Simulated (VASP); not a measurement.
# InTe3W (R32) in VASP: a series of runs, part 2 of 2

VASP 6.6.1.

## Step 5: Single point, PBE

This run uses another cell than the first one, of 30.26 Å³/atom, 1.077 times its volume.

The input, INCAR:

```
PREC = Accurate
ENCUT = 500
EDIFF = 1E-6
ISMEAR = 0
SIGMA = 0.1
LREAL = F
LASPH = T
NELM = 120
ALGO = Normal
ISIF = 2
LWAVE = F
LCHARG = T
GGA = PE
LELF = T
LVHAR = T
NBANDS = 30
GGA_COMPAT = F
```

The input, KPOINTS:

```
Automatic mesh
0
Gamma
  6 6 6
```

The input, POSCAR:

```
InTe3W
1.0
    3.6104027789      2.0844670163      3.3502640196
   -3.6104027789      2.0844670163      3.3502640196
    0.0000000000     -4.1689340326      3.3502640196
In Te W
1 3 1
Direct
    0.5000000000      0.5000000000      0.5000000000
    0.0785489291      0.5000000000      0.9214510709
    0.9214510709      0.0785489291      0.5000000000
    0.5000000000      0.9214510709      0.0785489291
    0.0000000000      0.0000000000      0.0000000000
```

Started as:

```sh
$ cat potpaw_PBE.64/In_d/POTCAR potpaw_PBE.64/Te/POTCAR potpaw_PBE.64/W_sv/POTCAR > POTCAR
$ mpirun -np 1 vasp_std > vasp.out
```

Run time: 69 s. Hardware: 1 thread of Intel Xeon 6975P-C (Granite Rapids), shared host; peak memory 0.32 GiB.

It converged, with:

```yaml
Free_energy: -23.2288 eV
Pressure: 0.0 GPa
```

Levels at points of the mesh, in eV from the Fermi level:
| k point | band 21 | band 22 | band 23 | band 24 | band 25 | band 26 |
| --- | --- | --- | --- | --- | --- | --- |
| (0.00, 0.00, 0.00) | -1.28 | -0.41 | -0.19 | 0.43 | 0.43 | 1.24 |
| (0.50, 0.00, 0.00) | -1.21 | -0.47 | -0.35 | 0.48 | 1.06 | 1.33 |
| (0.50, 0.50, 0.00) | -1.78 | -0.88 | 0.72 | 0.95 | 1.01 | 1.59 |
| (0.50, 0.50, 0.50) | -0.10 | 0.34 | 0.59 | 0.59 | 0.96 | 3.14 |

Caveat: spin-orbit coupling is left out, which moves the levels of the heavy elements.

## Step 6: Relaxation of cell and atoms, PBE

This run uses another cell than the first one, of 30.53 Å³/atom, 1.087 times its volume.

The input, INCAR:

```
SYSTEM = InTe3W
PREC     = Accurate       ! precision mode
ENCUT    = 500            ! plane-wave cutoff, eV
EDIFF    = 1E-7           ! SCF threshold, eV
ISMEAR   = 0              ! smearing method
SIGMA    = 0.1            ! smearing width, eV
LREAL    = .False.        ! projectors in reciprocal space
LASPH    = .True.         ! aspherical terms in the spheres
NELM     = 120            ! most SCF steps
ALGO     = Normal         ! electronic algorithm
ISIF     = 3              ! what is computed and relaxed
LWAVE    = .False.        ! write WAVECAR
LCHARG   = .False.        ! write CHGCAR
GGA      = PE             ! functional
IBRION   = 2              ! ionic algorithm
NSW      = 100            ! ionic steps
EDIFFG   = -0.01          ! ionic threshold
GGA_COMPAT= .False.      
NELMIN   = 4
```

The input, KPOINTS:

```
regular mesh
0
Gamma
  6 6 6
  0 0 0
```

The input, POSCAR:

```
InTe3W
1.0
    3.6605121441      2.1133976718      3.2885342623
   -3.6605121441      2.1133976718      3.2885342623
    0.0000000000     -4.2267953436      3.2885342623
In Te W
1 3 1
Direct
    0.5000000000      0.5000000000      0.5000000000
    0.0817014373      0.5000000000      0.9182985627
    0.9182985627      0.0817014373      0.5000000000
    0.5000000000      0.9182985627      0.0817014373
    0.0000000000      0.0000000000      0.0000000000
```

Potentials or basis: VASP PAW PBE potentials, release 64 (In_d, Te, W_sv).

Started as:

```sh
$ cat potpaw_PBE.64/In_d/POTCAR potpaw_PBE.64/Te/POTCAR potpaw_PBE.64/W_sv/POTCAR > POTCAR
$ mpirun -np 1 vasp_std > vasp.out
```

It took 6.2 min on 1 thread of Intel Xeon 6975P-C (Granite Rapids), shared host; peak memory 0.33 GiB.

The run converged. Its results:

```
Free energy                            : -23.2290 eV
Relaxed volume                         : 30.24 Å³/atom
Relaxed cell                           : a = 5.348 Å, b = 5.348 Å, c = 5.348 Å, α = 84.93°, β = 84.93°, γ = 84.93°
Space group after relaxing (to 0.05 Å) : R32 (No. 155)
Energy gained by relaxing              : 3.8 meV/atom
Ionic steps                            : 9
Pressure after relaxing                : 0.0 GPa
Largest force after relaxing           : 0.009 eV/Å
```

Forces in eV/Å, atoms in the order of the input:
```
In   0.000  0.000  0.000
Te  -0.005 -0.008  0.000
Te   0.009  0.000  0.000
Te  -0.005  0.008  0.000
W    0.000  0.000  0.000
```

Step by step:
| step | energy change (eV) | largest force (eV/Å) | pressure (GPa) | volume (Å³) |
| --- | --- | --- | --- | --- |
| 1 | 0.0000 | 0.1371 | -0.43 | 152.64 |
| 2 | -0.0110 | 0.0824 | 0.20 | 150.84 |
| 3 | -0.0125 | 0.0524 | 0.55 | 149.89 |
| 4 | -0.0189 | 0.0202 | 0.12 | 150.84 |
| 5 | -0.0192 | 0.0112 | 0.00 | 151.10 |
| 6 | -0.0192 | 0.0120 | 0.02 | 151.08 |
| 7 | -0.0192 | 0.0116 | 0.00 | 151.13 |
| 8 | -0.0192 | 0.0109 | -0.03 | 151.25 |
| 9 | -0.0192 | 0.0092 | -0.02 | 151.22 |

Final structure:
```
In Te W
1.0
     3.61033    2.08443    3.34915
    -3.61033    2.08443    3.34915
     0.00000   -4.16885    3.34915
In Te W
1 3 1
Direct
  0.50000 0.50000 0.50000
  0.07887 0.50000 0.92113
  0.92113 0.07887 0.50000
  0.50000 0.92113 0.07887
  0.00000 0.00000 0.00000
```

Levels at points of the mesh, in eV from the Fermi level:
| k point | band 20 | band 21 | band 22 | band 23 | band 24 | band 25 | band 26 | band 27 |
| --- | --- | --- | --- | --- | --- | --- | --- | --- |
| (0.00, 0.00, 0.00) | -1.42 | -1.27 | -0.40 | -0.19 | 0.44 | 0.44 | 1.25 | 1.25 |
| (0.50, 0.00, 0.00) | -1.56 | -1.21 | -0.47 | -0.35 | 0.48 | 1.06 | 1.32 | 1.45 |
| (0.50, 0.50, 0.00) | -2.03 | -1.78 | -0.89 | 0.72 | 0.95 | 1.01 | 1.60 | 2.43 |
| (0.50, 0.50, 0.50) | -0.10 | -0.10 | 0.34 | 0.59 | 0.59 | 0.96 | 3.14 | 3.14 |

Caveat: spin-orbit coupling is left out, which moves the levels of the heavy elements.

## Step 7: Summary

```csv
task,cell,k mesh,gap on the mesh (eV),pressure (GPa),relaxed volume (Å³/atom),largest force (eV/Å)
single point,"a = 5.199 Å, angles 91.0°, 5 atoms",3 × 3 × 3,none,6.4,-,0.08
single point,"a = 5.355 Å, angles 86.2°, 5 atoms",3 × 3 × 3,none,-0.1,-,0.02
relaxation of cell and atoms,"relaxed from a = 5.199 Å, angles 91.0°, 5 atoms",3 × 3 × 3,none,0.0,30.45,0.01
single point,"a = 5.348 Å, angles 84.9°, 5 atoms",6 × 6 × 6,none,0.0,-,-
relaxation of cell and atoms,"relaxed from a = 5.355 Å, angles 86.2°, 5 atoms",6 × 6 × 6,none,0.0,30.24,0.01
```

Alike in all rows: level PBE; potentials or basis VASP PAW PBE potentials, release 64 (In_d, Te, W_sv); no spin polarisation; cutoff (eV) 500; smearing gaussian 0.1 eV.

Caveats: some runs use coarse meshes; spin-orbit coupling is left out, which moves the levels of the heavy elements.

Total energies depend on the potentials used, so only differences within one code and one set of settings carry meaning.
